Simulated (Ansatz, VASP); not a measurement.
## Al2Au in VASP and in Ansatz

```
Al Au
1.0
     0.00000    3.00532    3.00532
     3.00532    0.00000    3.00532
     3.00532    3.00532    0.00000
Al Au
2 1
Direct
  0.25000 0.25000 0.25000
  0.75000 0.75000 0.75000
  0.00000 0.00000 0.00000
```

Alike in both runs: functional r2SCAN; k mesh 10 × 10 × 10; occupations fermi-dirac, width 0.1 eV; no spin polarisation.

Ansatz relaxed the structure, and its values are those at the end. VASP's run is a single point on that final structure, the one shown.

```csv
,VASP,Ansatz
version,VASP 6.6.1,Ansatz 0.2.0
potentials or method,"VASP PAW PBE potentials, release 64 (Al, Au), cutoff 520 eV",PAW plane waves
valence electrons in the cell,17,25
```

```tsv
	VASP	Ansatz	Ansatz less VASP
pressure (GPa)	-0.3	0.0	+0.32
```

VASP's potentials were made for PBE, not for r2SCAN. VASP's potentials hold 17 valence electrons a cell and Ansatz's 25, so a difference there can come from the potentials and not from the codes. Ansatz's warnings: stress scf threshold loose.

Neither program's run includes spin-orbit coupling.
